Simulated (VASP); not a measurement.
# Be (Im-3m) in VASP: a series of runs

Be is run at these levels: PBEsol; tasks: single point.

Everything below comes from runs of VASP 6.6.1. Logs are shortened: lines on timing, memory, paths and dates and some standing lists are left out, and cuts for length are marked.

### 1 The cell of the first run

It takes space group Im-3m (No. 229, cubic). The conventional cell has a = 2.489 Å, b = 2.489 Å, c = 2.489 Å, α = 90.00°, β = 90.00°, γ = 90.00°. Be (site symmetry m-3m) has 14 Be at 2.16 to 2.49 Å within 2.9 Å.

### 2 Single point, PBEsol (volume scaled by 0.98)

Input file INCAR:

```
SYSTEM = Be
PREC = Accurate
ENCUT = 520
EDIFF = 1E-6
ISMEAR = -1
SIGMA = 0.03
LREAL = .FALSE.
LASPH = .TRUE.
NELM = 80
ALGO = Normal
ISIF = 2
LWAVE = .FALSE.
LCHARG = .FALSE.
GGA = PS
NBANDS = 7
```

Input file KPOINTS:

```
Automatic mesh
0
G
  23 23 23
  0 0 0
```

Input file POSCAR:

```
Be
1.0
   -1.2447104902      1.2447104902      1.2447104902
    1.2447104902     -1.2447104902      1.2447104902
    1.2447104902      1.2447104902     -1.2447104902
Be
1
Direct
    0.0000000000      0.0000000000      0.0000000000
```

Potentials or basis: VASP PAW PBE potentials, release 64 (Be).

Run with:

```bash
$ cat potpaw_PBE.64/Be/POTCAR > POTCAR
$ mpirun -np 1 vasp_std > vasp.out
```

OUTCAR:

```text
SYSTEM = Be
   PREC = Accurate
   ENCUT = 520
   EDIFF = 1E-6
   ISMEAR = -1
   LREAL = .FALSE.
   LASPH = .TRUE.
   NELM = 80
   ISIF = 2
   GGA = PS

 ion  position               nearest neighbor table
   1  0.000  0.000  0.000-

  LATTYP: Found a body centered cubic cell.
 ALAT       =     2.4894209804

  Lattice vectors:

 A1 = (  -1.2447104902,   1.2447104902,   1.2447104902)
 A2 = (   1.2447104902,  -1.2447104902,   1.2447104902)
 A3 = (   1.2447104902,   1.2447104902,  -1.2447104902)

Analysis of symmetry for initial positions (statically):
=====================================================================
 Subroutine PRICEL returns:
 Original cell was already a primitive cell.

 Routine SETGRP: Setting up the symmetry group for a
 body centered cubic supercell.

 Subroutine GETGRP returns: Found 48 space group operations
 (whereof 48 operations were pure point group operations)
 out of a pool of 48 trial point group operations.

The static configuration has the point symmetry O_h .

Analysis of symmetry for dynamics (positions and initial velocities):
=====================================================================
 Subroutine PRICEL returns:
 Original cell was already a primitive cell.

 Routine SETGRP: Setting up the symmetry group for a
 body centered cubic supercell.

 Subroutine GETGRP returns: Found 48 space group operations
 (whereof 48 operations were pure point group operations)
 out of a pool of 48 trial point group operations.

The dynamic configuration has the point symmetry O_h .

 Subroutine INISYM returns: Found 48 space group operations
 (whereof 48 operations are pure point group operations),
 and found     1 'primitive' translations

----------------------------------------------------------------------------------------

                                     Primitive cell

  volume of cell :       7.7137

  direct lattice vectors                    reciprocal lattice vectors
    -1.244710490  1.244710490  1.244710490     0.000000000  0.401699836  0.401699836
     1.244710490 -1.244710490  1.244710490     0.401699836  0.000000000  0.401699836
     1.244710490  1.244710490 -1.244710490     0.401699836  0.401699836  0.000000000

  length of vectors
     2.155901810  2.155901810  2.155901810     0.568089356  0.568089356  0.568089356

  position of ions in fractional coordinates (direct lattice)
     0.000000000  0.000000000  0.000000000

  ion indices of the primitive-cell ions
   primitive index   ion index
                 1           1

----------------------------------------------------------------------------------------

 KPOINTS: Automatic mesh

Automatic generation of k-mesh.
 Grid dimensions read from file:
 generate k-points for:   23   23   23

 Generating k-lattice:

  Cartesian coordinates                     Fractional coordinates (reciprocal lattice)
     0.000000000  0.017465210  0.017465210     0.043478261  0.000000000  0.000000000
     0.017465210  0.000000000  0.017465210     0.000000000  0.043478261  0.000000000
     0.017465210  0.017465210  0.000000000     0.000000000  0.000000000  0.043478261

  Length of vectors
     0.024699537  0.024699537  0.024699537

  Shift w.r.t. Gamma in fractional coordinates (k-lattice)
     0.000000000  0.000000000  0.000000000

 Subroutine IBZKPT returns following result:
 ===========================================

 Found    364 irreducible k-points:

 Following reciprocal coordinates:
            Coordinates               Weight
  0.000000  0.000000  0.000000      1.000000
  0.043478  0.000000  0.000000     12.000000
  0.086957  0.000000  0.000000     12.000000
  0.130435  0.000000  0.000000     12.000000
  0.173913  0.000000  0.000000     12.000000
  0.217391  0.000000  0.000000     12.000000
[... 16 lines left out ...]
  0.478261  0.043478  0.000000     24.000000
  0.086957  0.086957  0.000000     24.000000
 [... further k-points ...]
   k-points           NKPTS =    364   k-points in BZ     NKDIM =    364   number of bands    NBANDS=      7
   number of dos      NEDOS =    301   number of ions     NIONS =      1
   total plane-waves  NPLWV =   4096
   dimension x,y,z NGX =    16 NGY =   16 NGZ =   16
   dimension x,y,z NGXF=    32 NGYF=   32 NGZF=   32
   ions per type =               1
   NGX,Y,Z   is equivalent  to a cutoff of  12.34, 12.34, 12.34 a.u.
   NGXF,Y,Z  is equivalent  to a cutoff of  24.68, 24.68, 24.68 a.u.
 SYSTEM =  Be
   PREC   = accura    normal or accurate (medium, high low for compatibility)
   ISTART =      0    job   : 0-new  1-cont  2-samecut
   ICHARG =      2    charge: 1-file 2-atom 10-const
   ISPIN  =      1    spin polarized calculation?
   LNONCOLLINEAR =      F non collinear calculations
   LSORBIT =      F    spin-orbit coupling
   LASPH  =      T    aspherical Exc in radial PAW
   ENCUT  =  520.0 eV  38.22 Ry    6.18 a.u.   4.01  4.01  4.01*2*pi/ulx,y,z
   NELM   =     80;   NELMIN=  2; NELMDL= -5     # of ELM steps
   EDIFF  = 0.1E-05   stopping-criterion for ELM
   LREAL  =      F    real-space projection
   EDIFFG = 0.1E-04   stopping-criterion for IOM
   NSW    =      0    number of steps for IOM
   IBRION =     -1    ionic relax: 0-MD 1-quasi-New 2-CG
   NFREE  =      0    steps in history (QN), initial steepest desc. (CG)
   ISIF   =      2    stress and relaxation
   ISYM   =      2    0-nonsym 1-usesym 2-fastsym
   POTIM  = 0.5000    time-step for ionic-motion
   TEBEG  =    0.0;   TEEND  =   0.0 temperature during run
   PSTRESS=    0.0 pullay stress
   NELECT =       2.0000    total number of electrons
   NUPDOWN=      -1.0000    fix difference up-down
   EMIN   =  10.00;   EMAX   =-10.00  energy-range for DOS
   EFERMI =   0.00;   METHOD = LEGACY
   ISMEAR =    -1;   SIGMA  =   0.03  broadening in eV -4-tet -1-fermi 0-gaus
   EFERMI_NEDOS =   21; number of points for ismear=-14 and -15
   IALGO  =     38    algorithm
   IMIX   =      4    mixing-type and parameters
     AMIX     =   0.40;   BMIX     =  1.00
     AMIX_MAG =   1.60;   BMIX_MAG =  1.00
  volume/ion in A,a.u.               =       7.71        52.05
  Fermi-wavevector in a.u.,A,eV,Ry     =   1.043910  1.972704 14.826929  1.089749
  Thomas-Fermi vector in A             =   2.178640
   LORBIT       =      0    0 simple, 1 ext, 2 COOP (PROOUT), +10 PAW based schemes
   GGA     = PS    functional components
   LHFCALC =     F    Hartree Fock is set to
   AEXX    =    0.0000 exact exchange contribution
   IVDW    =     0    specifies the selected vdW correction
   LEPSILON=     F    determine dielectric tensor
   LRPA    =     F    only Hartree local field effects (RPA)
 non-spin polarized calculation
  energy-cutoff  :      520.00
  volume of cell :        7.71
 maximum number of plane-waves:       236
   NGX =  7   NGY =  7   NGZ =  7

 number of electron       2.0000000 magnetization

 Free energy of the ion-electron system (eV)
  ---------------------------------------------------
  ext. energy  EPLUGINS =         0.00000000
  ---------------------------------------------------
  free energy    TOTEN  =        -3.89907134 eV

  energy without entropy =       -3.89853278  energy(sigma->0) =       -3.89880206

 E-fermi :   8.1177     XC(G=0): -10.6946

 val. band max:        8.0681293025   @ k =   0.3043   0.2609   0.0870
 cond. band min:       8.1584729777   @ k =   0.3043   0.3043   0.0000
 fundamental gap:      0.0903436752
 Fermi energy:         8.1176820033

 k-point     1 :       0.0000    0.0000    0.0000
  band No.  band energies     occupation
      1      -4.2604      2.00000
      2      27.7575      0.00000
      3      27.7575      0.00000
      4      27.7575      0.00000
      5      39.1954      0.00000
      6      39.1954      0.00000
      7      39.1954      0.00000

 k-point     2 :       0.0435    0.0000    0.0000
  band No.  band energies     occupation
      1      -4.1937      2.00000
      2      27.4251      0.00000
      3      27.4766      0.00000
      4      27.6772      0.00000
      5      38.2464      0.00000
      6      38.2950      0.00000
      7      39.6533      0.00000

 k-point     3 :       0.0870    0.0000    0.0000
  band No.  band energies     occupation
      1      -3.9937      2.00000
      2      26.4021      0.00000
      3      26.7490      0.00000
      4      27.4406      0.00000
      5      36.3702      0.00000
      6      36.7418      0.00000
      7      39.9935      0.00000

 k-point     4 :       0.1304    0.0000    0.0000
  band No.  band energies     occupation
      1      -3.6603      2.00000
      2      24.7151      0.00000
      3      25.7915      0.00000
      4      27.0637      0.00000
      5      35.0030      0.00000
      6      35.2002      0.00000
      7      39.4887      0.00000

 k-point     5 :       0.1739    0.0000    0.0000
  band No.  band energies     occupation
      1      -3.1935      2.00000
      2      22.5600      0.00000
      3      24.7722      0.00000
      4      26.5794      0.00000
      5      33.7888      0.00000
      6      34.2328      0.00000
      7      39.3571      0.00000
[... 161 lines left out ...]
 k-point    22 :       0.4348    0.0435    0.0000
  band No.  band energies     occupation
      1       2.4410      2.00000
      2       9.1046      0.00000
      3      20.3900      0.00000
      4      23.2467      0.00000
      5      29.6184      0.00000
      6      34.7649      0.00000
      7      44.4124      0.00000

 k-point    23 :       0.4783    0.0435    0.0000
  band No.  band energies     occupation
      1       2.8404      2.00000
      2       8.5465      0.00000
      3      20.3102      0.00000
      4      23.1792      0.00000
      5      29.5341      0.00000
      6      34.8378      0.00000
      7      44.8622      0.00000

 k-point    24 :       0.0870    0.0870    0.0000
  band No.  band energies     occupation
      1      -3.4600      2.00000
      2      24.5268      0.00000
      3      24.6902      0.00000
      4      26.4049      0.00000
      5      34.5563      0.00000
      6      35.1206      0.00000
      7      39.3529      0.00000

 [... further k-points ...]
[... 5 lines left out ...]
  --------------------------------------------------------------------------------------
  -------------------------------------------------------------------------------------
  Total        0.0429082      0.0429082      0.0429082      0.0000000      0.0000000      0.0000000
  in kB        8.9122205      8.9122205      8.9122205      0.0000000      0.0000000      0.0000000
  external PRESSURE =       8.9122205 kB  Pullay stress =       0.0000000 kB

 VOLUME and BASIS-vectors are now :
 -----------------------------------------------------------------------------
  energy-cutoff  :      520.00
  volume of cell :        7.71
      direct lattice vectors                 reciprocal lattice vectors
    -1.244710490  1.244710490  1.244710490     0.000000000  0.401699836  0.401699836
     1.244710490 -1.244710490  1.244710490     0.401699836  0.000000000  0.401699836
     1.244710490  1.244710490 -1.244710490     0.401699836  0.401699836  0.000000000

 POSITION                                       TOTAL-FORCE (eV/Angst)
 -----------------------------------------------------------------------------------
      0.00000      0.00000      0.00000         0.000000      0.000000      0.000000
 -----------------------------------------------------------------------------------
    total drift:                               -0.000000      0.000000      0.000000

  FREE ENERGIE OF THE ION-ELECTRON SYSTEM (eV)
  ---------------------------------------------------
  free  energy   TOTEN  =        -3.8990713375 eV

  energy  without entropy=       -3.8985327793  energy(sigma->0) =       -3.89880206
```

It took 5.9 s on 1 thread of Intel Xeon Platinum 8259CL at 2.50GHz (Skylake/Cascade Lake), shared host; peak memory 0.12 GiB.

What came out:

```
Free energy            : -3.8991 eV
Pressure               : 0.9 GPa
Band gap on the k mesh : zero (band 1 reaches 11.67 eV, above the bottom of band 2 at 6.74 eV)
```

Caveat: the PAW data sets were made with another functional, which shifts forces and pressure a little.

### 3 Single point, PBEsol (volume scaled by 0.96)

Input file INCAR:

```
SYSTEM = Be
PREC = Accurate ; ENCUT = 520
EDIFF = 1E-7 ; ISMEAR = -1
SIGMA = 0.03 ; LREAL = .FALSE.
LASPH = .TRUE. ; NELM = 100
ALGO = Normal ; ISIF = 2
LWAVE = .FALSE. ; LCHARG = .TRUE.
GGA = PS ; LELF = .TRUE.
LVHAR = .TRUE. ; NBANDS = 7
```

Input file KPOINTS:

```
regular mesh
0
G
  23 23 23
  0 0 0
```

Input file POSCAR:

```
Be
1.0
   -1.2361848083      1.2361848083      1.2361848083
    1.2361848083     -1.2361848083      1.2361848083
    1.2361848083      1.2361848083     -1.2361848083
Be
1
Direct
    0.0000000000      0.0000000000      0.0000000000
```

Potentials or basis: VASP PAW PBE potentials, release 64 (Be).

Run with:

```bash
$ cat potpaw_PBE.64/Be/POTCAR > POTCAR
$ mpirun -np 1 vasp_std > vasp.out
```

Wall time 6.7 s (1 thread of Intel Xeon Platinum 8259CL at 2.50GHz (Skylake/Cascade Lake), shared host); peak memory 0.12 GiB.

The run converged. Its results:

* Free energy: -3.8969 eV
* Pressure: 3.6 GPa
* Band gap on the k mesh: zero (band 1 reaches 11.91 eV, above the bottom of band 2 at 6.89 eV)

Levels at points of the mesh, in eV from the Fermi level:
```csv
k point,band 1,band 2,band 3,band 4,band 5
"(0.00, 0.00, 0.00)",-12.50,19.98,19.98,19.98,31.50
```

Caveat: the PAW data sets were made with another functional, which shifts forces and pressure a little.
